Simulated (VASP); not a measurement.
# Sc (Pm-3m) in VASP: further runs

Sc is run at these levels: PBE; tasks: single point.

All numbers are computed with VASP 6.6.1; they aren't measurements. Logs are shortened: lines on timing, memory, paths and dates and some standing lists are left out, and cuts for length are marked.

## (1) The cell of the first run

The structure is cubic, space group Pm-3m (No. 221). The conventional cell has a = 3.051 Å, b = 3.051 Å, c = 3.051 Å, α = 90.00°, β = 90.00°, γ = 90.00°. Within 4.0 Å of Sc (site symmetry m-3m) lie 6 Sc at 3.05 Å.

This isn't the form of Sc at room conditions, which is hcp.

## (2) Single point, PBE (28.39 Å³/atom)

INCAR reads:

```
SYSTEM = Sc
ALGO     = Normal         ! electronic algorithm
EDIFF    = 1E-6           ! SCF threshold, eV
ENCUT    = 520            ! plane-wave cutoff, eV
GGA      = PE             ! functional
ISIF     = 2              ! what is computed and relaxed
ISMEAR   = -1             ! smearing method
LASPH    = .True.         ! aspherical terms in the spheres
LCHARG   = .False.        ! write CHGCAR
LREAL    = .False.        ! projectors in reciprocal space
LWAVE    = .False.        ! write WAVECAR
NBANDS   = 12             ! bands
NELM     = 60             ! most SCF steps
PREC     = Accurate       ! precision mode
SIGMA    = 0.1            ! smearing width, eV
```

KPOINTS reads:

```
k-points
0
Gamma
  12 12 12
  0 0 0
```

POSCAR reads:

```
Sc
1.0
    3.0507667475      0.0000000000      0.0000000000
    0.0000000000      3.0507667475      0.0000000000
    0.0000000000      0.0000000000      3.0507667475
Sc
1
Direct
    0.0000000000      0.0000000000      0.0000000000
```

Potentials or basis: VASP PAW PBE potentials, release 64 (Sc_sv).

On the command line:

```
> cat potpaw_PBE.64/Sc_sv/POTCAR > POTCAR
> mpirun -np 1 vasp_std > vasp.out
```

OUTCAR:

```text
SYSTEM = Sc
   EDIFF = 1E-6
   ENCUT = 520
   GGA = PE
   ISIF = 2
   ISMEAR = -1
   LASPH = .True.
   LREAL = .False.
   NELM = 60
   PREC = Accurate

 ion  position               nearest neighbor table
   1  0.000  0.000  0.000-

  LATTYP: Found a simple cubic cell.
 ALAT       =     3.0507667475

  Lattice vectors:

 A1 = (   3.0507667475,   0.0000000000,   0.0000000000)
 A2 = (   0.0000000000,   3.0507667475,   0.0000000000)
 A3 = (   0.0000000000,   0.0000000000,   3.0507667475)

Analysis of symmetry for initial positions (statically):
=====================================================================
 Subroutine PRICEL returns:
 Original cell was already a primitive cell.

 Routine SETGRP: Setting up the symmetry group for a
 simple cubic supercell.

 Subroutine GETGRP returns: Found 48 space group operations
 (whereof 48 operations were pure point group operations)
 out of a pool of 48 trial point group operations.

The static configuration has the point symmetry O_h .

Analysis of symmetry for dynamics (positions and initial velocities):
=====================================================================
 Subroutine PRICEL returns:
 Original cell was already a primitive cell.

 Routine SETGRP: Setting up the symmetry group for a
 simple cubic supercell.

 Subroutine GETGRP returns: Found 48 space group operations
 (whereof 48 operations were pure point group operations)
 out of a pool of 48 trial point group operations.

The dynamic configuration has the point symmetry O_h .

 Subroutine INISYM returns: Found 48 space group operations
 (whereof 48 operations are pure point group operations),
 and found     1 'primitive' translations

----------------------------------------------------------------------------------------

                                     Primitive cell

  volume of cell :      28.3940

  direct lattice vectors                    reciprocal lattice vectors
     3.050766747  0.000000000  0.000000000     0.327786449  0.000000000  0.000000000
     0.000000000  3.050766747  0.000000000     0.000000000  0.327786449  0.000000000
     0.000000000  0.000000000  3.050766747     0.000000000  0.000000000  0.327786449

  length of vectors
     3.050766747  3.050766747  3.050766747     0.327786449  0.327786449  0.327786449

  position of ions in fractional coordinates (direct lattice)
     0.000000000  0.000000000  0.000000000

  ion indices of the primitive-cell ions
   primitive index   ion index
                 1           1

----------------------------------------------------------------------------------------

 KPOINTS: k-points

Automatic generation of k-mesh.
 Grid dimensions read from file:
 generate k-points for:   12   12   12

 Generating k-lattice:

  Cartesian coordinates                     Fractional coordinates (reciprocal lattice)
     0.027315537  0.000000000  0.000000000     0.083333333  0.000000000  0.000000000
     0.000000000  0.027315537  0.000000000     0.000000000  0.083333333  0.000000000
     0.000000000  0.000000000  0.027315537     0.000000000  0.000000000  0.083333333

  Length of vectors
     0.027315537  0.027315537  0.027315537

  Shift w.r.t. Gamma in fractional coordinates (k-lattice)
     0.000000000  0.000000000  0.000000000

 Subroutine IBZKPT returns following result:
 ===========================================

 Found     84 irreducible k-points:

 Following reciprocal coordinates:
            Coordinates               Weight
  0.000000  0.000000  0.000000      1.000000
  0.083333  0.000000  0.000000      6.000000
  0.166667  0.000000  0.000000      6.000000
  0.250000  0.000000  0.000000      6.000000
  0.333333  0.000000  0.000000      6.000000
  0.416667  0.000000  0.000000      6.000000
[... 16 lines left out ...]
  0.333333  0.333333  0.000000     12.000000
  0.416667  0.333333  0.000000     24.000000
 [... further k-points ...]
   k-points           NKPTS =     84   k-points in BZ     NKDIM =     84   number of bands    NBANDS=     12
   number of dos      NEDOS =    301   number of ions     NIONS =      1
   total plane-waves  NPLWV =  13824
   dimension x,y,z NGX =    24 NGY =   24 NGZ =   24
   dimension x,y,z NGXF=    48 NGYF=   48 NGZF=   48
   ions per type =               1
   NGX,Y,Z   is equivalent  to a cutoff of  13.08, 13.08, 13.08 a.u.
   NGXF,Y,Z  is equivalent  to a cutoff of  26.16, 26.16, 26.16 a.u.
 SYSTEM =  Sc
   PREC   = accura    normal or accurate (medium, high low for compatibility)
   ISTART =      0    job   : 0-new  1-cont  2-samecut
   ICHARG =      2    charge: 1-file 2-atom 10-const
   ISPIN  =      1    spin polarized calculation?
   LNONCOLLINEAR =      F non collinear calculations
   LSORBIT =      F    spin-orbit coupling
   LASPH  =      T    aspherical Exc in radial PAW
   ENCUT  =  520.0 eV  38.22 Ry    6.18 a.u.   5.67  5.67  5.67*2*pi/ulx,y,z
   NELM   =     60;   NELMIN=  2; NELMDL= -5     # of ELM steps
   EDIFF  = 0.1E-05   stopping-criterion for ELM
   LREAL  =      F    real-space projection
   EDIFFG = 0.1E-04   stopping-criterion for IOM
   NSW    =      0    number of steps for IOM
   IBRION =     -1    ionic relax: 0-MD 1-quasi-New 2-CG
   NFREE  =      0    steps in history (QN), initial steepest desc. (CG)
   ISIF   =      2    stress and relaxation
   ISYM   =      2    0-nonsym 1-usesym 2-fastsym
   POTIM  = 0.5000    time-step for ionic-motion
   TEBEG  =    0.0;   TEEND  =   0.0 temperature during run
   PSTRESS=    0.0 pullay stress
   NELECT =      11.0000    total number of electrons
   NUPDOWN=      -1.0000    fix difference up-down
   EMIN   =  10.00;   EMAX   =-10.00  energy-range for DOS
   EFERMI =   0.00;   METHOD = LEGACY
   ISMEAR =    -1;   SIGMA  =   0.10  broadening in eV -4-tet -1-fermi 0-gaus
   EFERMI_NEDOS =   21; number of points for ismear=-14 and -15
   IALGO  =     38    algorithm
   IMIX   =      4    mixing-type and parameters
     AMIX     =   0.40;   BMIX     =  1.00
     AMIX_MAG =   1.60;   BMIX_MAG =  1.00
  volume/ion in A,a.u.               =      28.39       191.61
  Fermi-wavevector in a.u.,A,eV,Ry     =   1.193429  2.255254 19.378420  1.424274
  Thomas-Fermi vector in A             =   2.329444
   LORBIT       =      0    0 simple, 1 ext, 2 COOP (PROOUT), +10 PAW based schemes
   GGA     = PE    functional components
   LHFCALC =     F    Hartree Fock is set to
   AEXX    =    0.0000 exact exchange contribution
   IVDW    =     0    specifies the selected vdW correction
   LEPSILON=     F    determine dielectric tensor
   LRPA    =     F    only Hartree local field effects (RPA)
 non-spin polarized calculation
  energy-cutoff  :      520.00
  volume of cell :       28.39
 maximum number of plane-waves:       784
 NGX is ok and might be reduce to    24
   NGX = 11   NGY = 11   NGZ = 11

 number of electron      11.0000004 magnetization

 Free energy of the ion-electron system (eV)
  ---------------------------------------------------
  ext. energy  EPLUGINS =         0.00000000
  ---------------------------------------------------
  free energy    TOTEN  =        -5.51358842 eV

  energy without entropy =       -5.42059253  energy(sigma->0) =       -5.46709047

 E-fermi :   2.9874     XC(G=0):  -9.2633

 val. band max:        2.9872769065   @ k =   0.4167   0.4167   0.0000
 cond. band min:       2.9884699831   @ k =   0.2500   0.1667   0.0000
 fundamental gap:      0.0011930766
 Fermi energy:         2.9873807182

 k-point     1 :       0.0000    0.0000    0.0000
  band No.  band energies     occupation
      1     -46.8501      2.00000
      2     -25.2768      2.00000
      3     -25.2768      2.00000
      4     -25.2768      2.00000
      5      -1.8448      2.00000
      6       2.5832      1.96549
      7       2.5832      1.96549
      8       6.4146      0.00000
      9       6.4146      0.00000
     10       6.4146      0.00000
     11      14.4470      0.00000
     12      14.4470      0.00000

 k-point     2 :       0.0833    0.0000    0.0000
  band No.  band energies     occupation
      1     -46.8471      2.00000
      2     -25.3040      2.00000
      3     -25.2745      2.00000
      4     -25.2745      2.00000
      5      -1.7138      2.00000
      6       2.6163      1.95225
      7       2.6560      1.92978
      8       6.3026      0.00000
      9       6.3026      0.00000
     10       6.4227      0.00000
     11      13.4598      0.00000
     12      14.6661      0.00000

 k-point     3 :       0.1667    0.0000    0.0000
  band No.  band energies     occupation
      1     -46.8389      2.00000
      2     -25.3779      2.00000
      3     -25.2683      2.00000
      4     -25.2683      2.00000
      5      -1.3333      2.00000
      6       2.7087      1.88388
      7       2.8432      1.61757
      8       6.0170      0.00000
      9       6.0170      0.00000
     10       6.4449      0.00000
     11      11.7841      0.00000
     12      15.2742      0.00000
[... 286 lines left out ...]
 k-point    23 :       0.3333    0.3333    0.0000
  band No.  band energies     occupation
      1     -46.7836      2.00000
      2     -25.5431      2.00000
      3     -25.5349      2.00000
      4     -25.2263      2.00000
      5       1.3034      2.00000
      6       2.8702      1.52693
      7       4.5386      0.00000
      8       4.9025      0.00000
      9       5.4978      0.00000
     10       5.6102      0.00000
     11       9.3396      0.00000
     12      11.8688      0.00000

 k-point    24 :       0.4167    0.3333    0.0000
  band No.  band energies     occupation
      1     -46.7756      2.00000
      2     -25.6075      2.00000
      3     -25.5300      2.00000
      4     -25.2203      2.00000
      5       1.6175      2.00000
      6       2.8063      1.71883
      7       4.6903      0.00000
      8       5.3497      0.00000
      9       5.4677      0.00000
     10       5.6096      0.00000
     11       8.5252      0.00000
     12      12.2224      0.00000

 [... further k-points ...]

------------------------ aborting loop because EDIFF is reached ----------------------------------------

  FORCE on cell =-STRESS in cart. coord.  units (eV):
  Direction    XX          YY          ZZ          XY          YZ          ZX
  --------------------------------------------------------------------------------------
  -------------------------------------------------------------------------------------
  Total       -0.4323548     -0.4323548     -0.4323548     -0.0000000     -0.0000000      0.0000000
  in kB      -24.3962937    -24.3962937    -24.3962937     -0.0000000     -0.0000000      0.0000000
  external PRESSURE =     -24.3962937 kB  Pullay stress =       0.0000000 kB

 VOLUME and BASIS-vectors are now :
 -----------------------------------------------------------------------------
  energy-cutoff  :      520.00
  volume of cell :       28.39
      direct lattice vectors                 reciprocal lattice vectors
     3.050766747  0.000000000  0.000000000     0.327786449  0.000000000  0.000000000
     0.000000000  3.050766747  0.000000000     0.000000000  0.327786449  0.000000000
     0.000000000  0.000000000  3.050766747     0.000000000  0.000000000  0.327786449

 POSITION                                       TOTAL-FORCE (eV/Angst)
 -----------------------------------------------------------------------------------
      0.00000      0.00000      0.00000         0.000000      0.000000      0.000000
 -----------------------------------------------------------------------------------
    total drift:                               -0.000000     -0.000000      0.000000

  FREE ENERGIE OF THE ION-ELECTRON SYSTEM (eV)
  ---------------------------------------------------
  free  energy   TOTEN  =        -5.5135884172 eV

  energy  without entropy=       -5.4205925251  energy(sigma->0) =       -5.46709047
```

Run time: 33 s. Hardware: 1 thread of Intel Xeon 8259CL, shared host; peak memory 0.15 GiB.

Results:

```
Free energy            : -5.5136 eV
Pressure               : -2.4 GPa
Band gap on the k mesh : zero (an odd number of electrons rules out a gap without spin polarisation)
```

## (3) Single point, PBE (29.45 Å³/atom)

This run uses another cell than the first one, of 29.45 Å³/atom.

INCAR reads:

```
SYSTEM = Sc
PREC     = Accurate       ! precision mode
ENCUT    = 520            ! plane-wave cutoff, eV
EDIFF    = 1E-6           ! SCF threshold, eV
ISMEAR   = -1             ! smearing method
SIGMA    = 0.1            ! smearing width, eV
LREAL    = .False.        ! projectors in reciprocal space
LASPH    = .True.         ! aspherical terms in the spheres
NELM     = 100            ! most SCF steps
ALGO     = Normal         ! electronic algorithm
ISIF     = 2              ! what is computed and relaxed
LWAVE    = .False.        ! write WAVECAR
LCHARG   = .False.        ! write CHGCAR
GGA      = PE             ! functional
NBANDS   = 12             ! bands
```

KPOINTS reads:

```
Automatic mesh
0
Gamma
  12 12 12
  0 0 0
```

POSCAR reads:

```
Sc
1.0
    3.0879748871      0.0000000000      0.0000000000
    0.0000000000      3.0879748871      0.0000000000
    0.0000000000      0.0000000000      3.0879748871
Sc
1
Direct
    0.0000000000      0.0000000000      0.0000000000
```

Potentials or basis: VASP PAW PBE potentials, release 64 (Sc_sv).

On the command line:

```
> cat potpaw_PBE.64/Sc_sv/POTCAR > POTCAR
> mpirun -np 1 vasp_std > vasp.out
```

Run time: 31 s. Hardware: 1 thread of Intel Xeon 8259CL, shared host; peak memory 0.15 GiB.

The run converged. Its results:

| Property | Result |
| --- | --- |
| Free energy | -5.4948 eV |
| Pressure | -3.4 GPa |
| Band gap on the k mesh | zero (an odd number of electrons rules out a gap without spin polarisation) |

Levels at points of the mesh, in eV from the Fermi level:
```csv
k point,band 3,band 4,band 5,band 6,band 7,band 8
"(0.00, 0.00, 0.00)",-28.35,-28.35,-4.76,-0.37,-0.37,3.29
"(0.50, 0.00, 0.00)",-28.32,-28.32,-1.67,-0.57,0.14,2.00
"(0.50, 0.50, 0.00)",-28.66,-28.29,-1.38,0.15,2.29,2.29
"(0.50, 0.50, 0.50)",-28.61,-28.61,-0.29,-0.29,-0.29,4.11
```

Caveat: the cell stands under tension.
